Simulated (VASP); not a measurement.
# LiPr3N2: single point with PBE

LiPr3N2:

```
Li Pr N
1.0
     3.70452    0.00000    0.00000
    -1.85226    3.20820    0.00000
     0.00000    0.00000   12.54942
Li Pr N
1 3 2
Direct
  0.00000 0.00000 0.00000
  0.33333 0.66667 0.27127
  0.66667 0.33333 0.72873
  0.00000 0.00000 0.50000
  0.33333 0.66667 0.62911
  0.66667 0.33333 0.37089
```

| Quantity | Value |
| --- | --- |
| Program | VASP 6.6.1 |
| Task | single point |
| Functional | PBE |
| Potentials or basis | VASP PAW PBE potentials, release 64 (Li_sv, Pr_3, N), 4f in core |
| Cutoff | 750 eV |
| k mesh | 12 × 12 × 4 |
| Occupations | gaussian, width 0.1 eV |
| Spin | no spin polarisation |

- Pressure: -1.9 GPa
- Largest force: 0.010 eV/Å
- Band gap on the k mesh: zero (bands 23 and 24 overlap by 0.72 eV)

Forces on the atoms (eV/Å):
```
Li   0.000  0.000  0.000
Pr   0.000  0.000  0.005
Pr   0.000  0.000 -0.005
Pr   0.000  0.000  0.000
N    0.000  0.000  0.010
N    0.000  0.000 -0.010
```

Levels at points of the mesh, in eV from the Fermi level:
```tsv
k point	band 20	band 21	band 22	band 23	band 24	band 25	band 26	band 27
(0.00, 0.00, 0.00)	-2.86	-2.86	-2.34	-0.88	0.62	1.34	1.34	1.48
(0.50, 0.00, 0.00)	-2.48	-2.38	-1.27	0.18	0.21	0.67	1.03	1.86
(0.00, 0.00, 0.50)	-2.86	-2.86	-2.18	-1.19	1.06	1.34	1.34	1.51
(0.50, 0.00, 0.50)	-2.47	-2.37	-1.26	0.13	0.19	0.66	1.02	2.02
```

Run time: 6.2 min on 1 thread of AMD EPYC 9R45 96-Core Processor (Zen 5), on a shared host, peak memory 0.68 GiB.

Caveat: spin-orbit coupling is left out, which moves the levels of the heavy elements; the 4f electrons are frozen in the core, so they carry no moment and show no levels; the run has no spin polarisation, though such a crystal can be magnetic. Spin polarisation is off, so any magnetic state and its effect on volume and gap are missing.
